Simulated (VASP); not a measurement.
Write the native input for VASP 6.6.1 that does the following.

- Task: electric field gradients
- Functional: PBE
- Potentials or basis: VASP PAW PBE potentials, release 64 (Co)
- Cutoff: 520 eV
- k mesh: 19 × 19 × 10
- Occupations: fermi-dirac, width 0.05 eV
- Spin: collinear spin, ferromagnetic start
- Starting moments: [2.0, 2.0] μB
- Dipole correction: no
- Further INCAR settings: ALGO = Normal; EDIFF = 1e-08; NBANDS = 20

The structure of Co lies in POSCAR:

```
Co
1.0
    2.4675782595      0.0000000000      0.0000000000
   -1.2337891298      2.1369854586      0.0000000000
    0.0000000000      0.0000000000      4.0074867708
Co
2
Direct
    0.3333333333      0.6666666667      0.2500000000
    0.6666666667      0.3333333333      0.7500000000
```

These files were run (other wordings do the same):

INCAR

```
SYSTEM = Co
PREC = Accurate ; ENCUT = 520
EDIFF = 1E-8 ; ISMEAR = -1
SIGMA = 0.05 ; LREAL = .FALSE.
LASPH = .TRUE. ; NELM = 150
ALGO = Normal ; ISIF = 2
LWAVE = .FALSE. ; LCHARG = .FALSE.
ISPIN = 2 ; MAGMOM = 2 2
LORBIT = 11 ; LMAXMIX = 4
GGA = PE ; LEFG = .TRUE.
NBANDS = 20
```

KPOINTS

```
Automatic mesh
0
G
  19 19 10
  0 0 0
```

Potentials or basis: VASP PAW PBE potentials, release 64 (Co).

Launch:

```console
$ cat potpaw_PBE.64/Co/POTCAR > POTCAR
$ mpirun -np 1 vasp_std > vasp.out
```

Results of the run:

The pressure is 5.3 GPa and the net moment is 3.16 μB per cell. The site moments are Co +1.60 μB. The largest electric field gradient by atom is Co -2.6 V/Å². The valence electrons inside the program's atomic spheres are Co 8.33.

Caveat: the cell stands under pressure; without QUAD_EFG the Cq values of the log hold for a quadrupole moment of 1 mb, not for the nuclei.

Run time: 95 s on 1 thread of Intel(R) Xeon(R) 6975P-C (Granite Rapids) (shared host), peak memory 0.24 GiB.
